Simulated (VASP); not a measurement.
A run of VASP 6.6.1 is set up as follows.

Contents of INCAR:

```
SYSTEM = BP
PREC     = Accurate       ! precision mode
ENCUT    = 500            ! plane-wave cutoff, eV
EDIFF    = 1E-6           ! SCF threshold, eV
ISMEAR   = 0              ! smearing method
SIGMA    = 0.02           ! smearing width, eV
LREAL    = .FALSE.        ! projectors in reciprocal space
LASPH    = .TRUE.         ! aspherical terms in the spheres
NELM     = 120            ! most SCF steps
ALGO     = Normal         ! electronic algorithm
ISIF     = 2              ! what is computed and relaxed
LWAVE    = .FALSE.        ! write WAVECAR
LCHARG   = .FALSE.        ! write CHGCAR
GGA      = PE             ! functional
NBANDS   = 11             ! bands
GGA_COMPAT= .FALSE.
```

The input KPOINTS:

```
regular mesh
0
G
  10 10 10
  0 0 0
```

POSCAR

```
BP
1.0
    0.0000000000      2.2036961462      2.2036961462
    2.2036961462      0.0000000000      2.2036961462
    2.2036961462      2.2036961462      0.0000000000
B P
1 1
Direct
    0.0000000000      0.0000000000      0.0000000000
    0.2500000000      0.2500000000      0.2500000000
```

Potentials or basis: VASP PAW PBE potentials, release 64 (B, P).

Launch:

```console
$ cat potpaw_PBE.64/B/POTCAR potpaw_PBE.64/P/POTCAR > POTCAR
$ mpirun -np 1 vasp_std > vasp.out
```

(1) Estimate the band gap on the k mesh.

(2) Estimate the pressure.

Results:

(1) 1.12 eV, indirect (least direct gap 3.55 eV).

(2) 18.0 GPa.
